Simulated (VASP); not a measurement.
# Ca4AlO (P-6m2) in VASP: further runs

Ca4AlO is run at these levels: PBE; tasks: single point, relaxation of cell and atoms.

All numbers are computed with VASP 6.6.1; they aren't measurements. Logs are shortened: lines on timing, memory, paths and dates and some standing lists are left out, and cuts for length are marked.

## (1) The cell of the first run

Symmetry: P-6m2, No. 187, hexagonal system. The conventional cell has a = 5.784 Å, b = 5.784 Å, c = 4.393 Å, α = 90.00°, β = 90.00°, γ = 120.00°. Within 3.6 Å of Ca (site symmetry -6m2) lie 6 Ca at 2.75 Å and 3 O at 3.34 Å and 3 Al at 3.34 Å. Within 3.7 Å of Ca (site symmetry mm2) lie 6 Ca at 2.75 to 2.91 Å and 2 O at 2.76 Å and 4 Al at 3.63 Å. Al (site symmetry -6m2) has 3 O at 3.34 Å and 15 Ca at 3.34 to 3.63 Å and 2 Al at 4.39 Å within 4.4 Å. O (site symmetry -6m2) has 9 Ca at 2.76 to 3.34 Å and 3 Al at 3.34 Å within 3.6 Å.

The cell was built from a structure type or drawn by symmetry, and may not be a known phase.

## (2) Single point, PBE

The input, INCAR:

```
SYSTEM = Ca4AlO
ALGO = Normal
EDIFF = 1E-6
ENCUT = 520
GGA = PE
ISIF = 2
ISMEAR = 0
LASPH = .TRUE.
LCHARG = .TRUE.
LELF = .TRUE.
LREAL = .FALSE.
LVHAR = .TRUE.
LWAVE = .FALSE.
NBANDS = 34
NELM = 100
PREC = Accurate
SIGMA = 0.1
```

The input, KPOINTS:

```
k-points
0
G
  3 3 4
  0 0 0
```

The input, POSCAR:

```
Ca4AlO
1.0
    5.7836273100      0.0000000000      0.0000000000
   -2.8918136500      5.0087681800      0.0000000000
    0.0000000000      0.0000000000      4.3930206700
Ca Al O
4 1 1
Direct
    0.3333333300      0.6666666700      0.0000000000
    0.1676396500      0.3352793100      0.5000000000
    0.6647206900      0.8323603500      0.5000000000
    0.1676396500      0.8323603500      0.5000000000
    0.6666666700      0.3333333300      0.0000000000
    0.0000000000      0.0000000000      0.0000000000
```

Potentials or basis: VASP PAW PBE potentials, release 64 (Ca_sv, Al, O).

Launch:

```bash
$ cat potpaw_PBE.64/Ca_sv/POTCAR potpaw_PBE.64/Al/POTCAR potpaw_PBE.64/O/POTCAR > POTCAR
$ mpirun -np 1 vasp_std > vasp.out
```

OUTCAR:

```text
SYSTEM = Ca4AlO
   EDIFF = 1E-6
   ENCUT = 520
   GGA = PE
   ISIF = 2
   ISMEAR = 0
   LASPH = .TRUE.
   LREAL = .FALSE.
   NELM = 100
   PREC = Accurate

 ion  position               nearest neighbor table
   1  0.333  0.667  0.000-   4 2.75   4 2.75   3 2.75   3 2.75   2 2.75   2 2.75
   2  0.168  0.335  0.500-   1 2.75   1 2.75   4 2.87   3 2.87   4 2.91   3 2.91
   3  0.665  0.832  0.500-   1 2.75   1 2.75   4 2.87   2 2.87   4 2.91   2 2.91
   4  0.168  0.832  0.500-   1 2.75   1 2.75   3 2.87   2 2.87   3 2.91   2 2.91
   5  0.667  0.333  0.000-
   6  0.000  0.000  0.000-

  LATTYP: Found a hexagonal cell.
 ALAT       =     5.7836273100
 C/A-ratio  =     0.7595615060

  Lattice vectors:

 A1 = (   5.7836273100,   0.0000000000,   0.0000000000)
 A2 = (  -2.8918136500,   5.0087681800,   0.0000000000)
 A3 = (   0.0000000000,   0.0000000000,   4.3930206700)

Analysis of symmetry for initial positions (statically):
=====================================================================
 Subroutine PRICEL returns:
 Original cell was already a primitive cell.

 Routine SETGRP: Setting up the symmetry group for a
 hexagonal supercell.

 Subroutine GETGRP returns: Found 12 space group operations
 (whereof 12 operations were pure point group operations)
 out of a pool of 24 trial point group operations.

The static configuration has the point symmetry D_3h.

Analysis of symmetry for dynamics (positions and initial velocities):
=====================================================================
 Subroutine PRICEL returns:
 Original cell was already a primitive cell.

 Routine SETGRP: Setting up the symmetry group for a
 hexagonal supercell.

 Subroutine GETGRP returns: Found 12 space group operations
 (whereof 12 operations were pure point group operations)
 out of a pool of 24 trial point group operations.

The dynamic configuration has the point symmetry D_3h.

 Subroutine INISYM returns: Found 12 space group operations
 (whereof 12 operations are pure point group operations),
 and found     1 'primitive' translations

----------------------------------------------------------------------------------------

                                     Primitive cell

  volume of cell :     127.2607

  direct lattice vectors                    reciprocal lattice vectors
     5.783627310  0.000000000  0.000000000     0.172901874  0.099824943  0.000000000
    -2.891813650  5.008768180  0.000000000     0.000000000  0.199649887  0.000000000
     0.000000000  0.000000000  4.393020670     0.000000000  0.000000000  0.227633803

  length of vectors
     5.783627310  5.783627311  4.393020670     0.199649887  0.199649887  0.227633803

  position of ions in fractional coordinates (direct lattice)
     0.333333330  0.666666670  0.000000000
     0.167639650  0.335279310  0.500000000
     0.664720690  0.832360350  0.500000000
     0.167639650  0.832360350  0.500000000
     0.666666670  0.333333330  0.000000000
     0.000000000  0.000000000  0.000000000

  ion indices of the primitive-cell ions
   primitive index   ion index
                 1           1
                 2           2
                 3           3
                 4           4
                 5           5
                 6           6

----------------------------------------------------------------------------------------

 KPOINTS: k-points

Automatic generation of k-mesh.
 Grid dimensions read from file:
 generate k-points for:    3    3    4

 Generating k-lattice:

  Cartesian coordinates                     Fractional coordinates (reciprocal lattice)
     0.057633958  0.033274981  0.000000000     0.333333333  0.000000000  0.000000000
     0.000000000  0.066549962  0.000000000     0.000000000  0.333333333  0.000000000
     0.000000000  0.000000000  0.056908451     0.000000000  0.000000000  0.250000000

  Length of vectors
     0.066549962  0.066549962  0.056908451

  Shift w.r.t. Gamma in fractional coordinates (k-lattice)
     0.000000000  0.000000000  0.000000000

 Subroutine IBZKPT returns following result:
 ===========================================

 Found      9 irreducible k-points:

 Following reciprocal coordinates:
            Coordinates               Weight
  0.000000  0.000000  0.000000      1.000000
  0.333333 -0.000000  0.000000      6.000000
  0.333333  0.333333  0.000000      2.000000
  0.000000  0.000000  0.250000      2.000000
  0.333333 -0.000000  0.250000     12.000000
  0.333333  0.333333  0.250000      4.000000
  0.000000  0.000000  0.500000      1.000000
  0.333333 -0.000000  0.500000      6.000000
  0.333333  0.333333  0.500000      2.000000
   k-points           NKPTS =      9   k-points in BZ     NKDIM =      9   number of bands    NBANDS=     34
   number of dos      NEDOS =    301   number of ions     NIONS =      6
   total plane-waves  NPLWV =  82944
   dimension x,y,z NGX =    48 NGY =   48 NGZ =   36
   dimension x,y,z NGXF=    96 NGYF=   96 NGZF=   72
   ions per type =               4   1   1
   NGX,Y,Z   is equivalent  to a cutoff of  13.80, 13.80, 13.62 a.u.
   NGXF,Y,Z  is equivalent  to a cutoff of  27.59, 27.59, 27.25 a.u.
 SYSTEM =  Ca4AlO
   PREC   = accura    normal or accurate (medium, high low for compatibility)
   ISTART =      0    job   : 0-new  1-cont  2-samecut
   ICHARG =      2    charge: 1-file 2-atom 10-const
   ISPIN  =      1    spin polarized calculation?
   LNONCOLLINEAR =      F non collinear calculations
   LSORBIT =      F    spin-orbit coupling
   LASPH  =      T    aspherical Exc in radial PAW
   ENCUT  =  520.0 eV  38.22 Ry    6.18 a.u.  10.75 10.75  8.17*2*pi/ulx,y,z
   NELM   =    100;   NELMIN=  2; NELMDL= -5     # of ELM steps
   EDIFF  = 0.1E-05   stopping-criterion for ELM
   LREAL  =      F    real-space projection
   EDIFFG = 0.1E-04   stopping-criterion for IOM
   NSW    =      0    number of steps for IOM
   IBRION =     -1    ionic relax: 0-MD 1-quasi-New 2-CG
   NFREE  =      0    steps in history (QN), initial steepest desc. (CG)
   ISIF   =      2    stress and relaxation
   ISYM   =      2    0-nonsym 1-usesym 2-fastsym
   POTIM  = 0.5000    time-step for ionic-motion
   TEBEG  =    0.0;   TEEND  =   0.0 temperature during run
   PSTRESS=    0.0 pullay stress
   NELECT =      49.0000    total number of electrons
   NUPDOWN=      -1.0000    fix difference up-down
   EMIN   =  10.00;   EMAX   =-10.00  energy-range for DOS
   EFERMI =   0.00;   METHOD = LEGACY
   ISMEAR =     0;   SIGMA  =   0.10  broadening in eV -4-tet -1-fermi 0-gaus
   EFERMI_NEDOS =   21; number of points for ismear=-14 and -15
   IALGO  =     38    algorithm
   IMIX   =      4    mixing-type and parameters
     AMIX     =   0.40;   BMIX     =  1.00
     AMIX_MAG =   1.60;   BMIX_MAG =  1.00
  volume/ion in A,a.u.               =      21.21       143.13
  Fermi-wavevector in a.u.,A,eV,Ry     =   1.190992  2.250648 19.299333  1.418461
  Thomas-Fermi vector in A             =   2.327064
   LORBIT       =      0    0 simple, 1 ext, 2 COOP (PROOUT), +10 PAW based schemes
   GGA     = PE    functional components
   LHFCALC =     F    Hartree Fock is set to
   AEXX    =    0.0000 exact exchange contribution
   IVDW    =     0    specifies the selected vdW correction
   LEPSILON=     F    determine dielectric tensor
   LRPA    =     F    only Hartree local field effects (RPA)
 non-spin polarized calculation
 Gauss-broadening in eV      SIGMA  =   0.10
  energy-cutoff  :      520.00
  volume of cell :      127.26
 maximum number of plane-waves:      3461
 NGX is ok and might be reduce to    48
   NGX = 21   NGY = 21   NGZ = 17

 number of electron      49.0000006 magnetization

 Free energy of the ion-electron system (eV)
  ---------------------------------------------------
  ext. energy  EPLUGINS =         0.00000000
  ---------------------------------------------------
  free energy    TOTEN  =       -12.97802742 eV

  energy without entropy =      -12.95495943  energy(sigma->0) =      -12.96649342

 E-fermi :   4.3390     XC(G=0):  -9.5693

 val. band max:        4.2993460158   @ k =   0.3333  -0.0000   0.5000
 cond. band min:       4.3708594980   @ k =   0.3333   0.3333   0.5000
 fundamental gap:      0.0715134822
 Fermi energy:         4.3390174194

 k-point     1 :       0.0000    0.0000    0.0000
  band No.  band energies     occupation
      1     -37.2125      2.00000
      2     -36.8076      2.00000
      3     -36.8076      2.00000
      4     -36.7110      2.00000
      5     -19.0327      2.00000
      6     -19.0110      2.00000
[... 26 lines left out ...]
     33       7.2070      0.00000
     34       7.3146      0.00000

 k-point     2 :       0.3333   -0.0000    0.0000
  band No.  band energies     occupation
      1     -37.1713      2.00000
      2     -36.8843      2.00000
      3     -36.8079      2.00000
      4     -36.6781      2.00000
      5     -18.9863      2.00000
      6     -18.8095      2.00000
[... 26 lines left out ...]
     33       6.9678      0.00000
     34       7.0875      0.00000

 k-point     3 :       0.3333    0.3333    0.0000
  band No.  band energies     occupation
      1     -37.1437      2.00000
      2     -36.9230      2.00000
      3     -36.8082      2.00000
      4     -36.6681      2.00000
      5     -18.9731      2.00000
      6     -18.5492      2.00000
[... 26 lines left out ...]
     33       7.0019      0.00000
     34       7.7717      0.00000
[... 149 lines left out ...]
 k-point     8 :       0.3333   -0.0000    0.5000
  band No.  band energies     occupation
      1     -37.0093      2.00000
      2     -36.8702      2.00000
      3     -36.8604      2.00000
      4     -36.8062      2.00000
      5     -19.2715      2.00000
      6     -18.4902      2.00000
[... 26 lines left out ...]
     33       7.6067      0.00000
     34       7.7102      0.00000

 k-point     9 :       0.3333    0.3333    0.5000
  band No.  band energies     occupation
      1     -36.9500      2.00000
      2     -36.9210      2.00000
      3     -36.8701      2.00000
      4     -36.8065      2.00000
      5     -19.1265      2.00000
      6     -18.5105      2.00000
[... 26 lines left out ...]
     33       6.9624      0.00000
     34       7.1523      0.00000

------------------------ aborting loop because EDIFF is reached ----------------------------------------

  FORCE on cell =-STRESS in cart. coord.  units (eV):
  Direction    XX          YY          ZZ          XY          YZ          ZX
  --------------------------------------------------------------------------------------
  -------------------------------------------------------------------------------------
  Total       11.1475128     11.1475128      1.8599526      0.0000000     -0.0000000      0.0000000
  in kB      140.3440756    140.3440757     23.4162842      0.0000001     -0.0000000      0.0000000
  external PRESSURE =     101.3681452 kB  Pullay stress =       0.0000000 kB

 VOLUME and BASIS-vectors are now :
 -----------------------------------------------------------------------------
  energy-cutoff  :      520.00
  volume of cell :      127.26
      direct lattice vectors                 reciprocal lattice vectors
     5.783627310  0.000000000  0.000000000     0.172901874  0.099824943  0.000000000
    -2.891813650  5.008768180  0.000000000     0.000000000  0.199649887  0.000000000
     0.000000000  0.000000000  4.393020670     0.000000000  0.000000000  0.227633803

 POSITION                                       TOTAL-FORCE (eV/Angst)
 -----------------------------------------------------------------------------------
     -0.00000      3.33918      0.00000         0.000000     -0.000000      0.000000
     -0.00000      1.67934      2.19651        -0.000000     -4.024401     -0.000000
      1.43747      4.16910      2.19651         3.485233      2.012200      0.000000
     -1.43747      4.16910      2.19651        -3.485233      2.012200      0.000000
      2.89181      1.66959      0.00000         0.000000     -0.000000      0.000000
      0.00000      0.00000      0.00000         0.000000     -0.000000      0.000000
 -----------------------------------------------------------------------------------
    total drift:                                0.000107     -0.000062     -0.000000

  FREE ENERGIE OF THE ION-ELECTRON SYSTEM (eV)
  ---------------------------------------------------
  free  energy   TOTEN  =       -12.9780274191 eV

  energy  without entropy=      -12.9549594281  energy(sigma->0) =      -12.96649342
```

It took 40 s on 1 thread of AMD EPYC 9R45 (Zen 5), shared host; peak memory 0.25 GiB.

What came out:

| Item | Value |
| --- | --- |
| Free energy | -12.9780 eV |
| Pressure | 10.1 GPa |
| Largest force | 4.024 eV/Å |
| Band gap on the k mesh | zero (an odd number of electrons rules out a gap without spin polarisation) |

Forces on the atoms (eV/Å):
```
Ca   0.000  0.000  0.000
Ca   0.000 -4.024  0.000
Ca   3.485  2.012  0.000
Ca  -3.485  2.012  0.000
Al   0.000  0.000  0.000
O    0.000  0.000  0.000
```

Levels at points of the mesh, in eV from the Fermi level:
```tsv
k point	band 22	band 23	band 24	band 25	band 26	band 27
(0.00, 0.00, 0.00)	-2.04	-0.18	-0.18	0.58	0.58	0.76
(0.00, 0.00, 0.50)	-2.08	-0.33	-0.28	-0.28	-0.25	0.12
```

Caveat: the k points lie up to 0.42 Å⁻¹ apart, too coarse for converged energies and pressures of a metal; an odd number of electrons without spin polarisation forces a metal; a magnetic or distorted state may lie lower.

(Continued in part 2 of 2.)
